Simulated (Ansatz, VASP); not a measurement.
# Ni in VASP and in Ansatz

```
CELL_PARAMETERS angstrom
0.00000 1.69626 1.69626
1.69626 0.00000 1.69626
1.69626 1.69626 0.00000
ATOMIC_POSITIONS crystal
Ni 0.00000 0.00000 0.00000
```

Change from the starting cell: volume scaled by 0.94, LAPW.

Alike in both runs: task single point; functional PBEsol; k mesh 20 × 20 × 20; occupations fermi-dirac, width 0.05 eV; collinear spin.

|  | VASP | Ansatz |
| --- | --- | --- |
| version | VASP 6.6.1 | Ansatz 0.2.0 |
| potentials or method | VASP PAW PBE potentials, release 64 (Ni), cutoff 520 eV | all-electron LAPW, scalar-relativistic |

Ansatz gave:

```
pressure (GPa)                                                : 16.6
net moment per atom (μB)                                      : 0.62
size of the moment on the site where the two differ most (μB) : 0.64
```

Question: Which values does VASP return?

Answer: Pressure (GPa): 16.3; net moment per atom (μB): 0.61; size of the moment on the site where the two differ most (μB): 0.61.

VASP's potentials were made for PBE, not for PBEsol. Site moments also hang on the region over which each program counts them. Ansatz ran all-electron here, and VASP with PAW potentials.
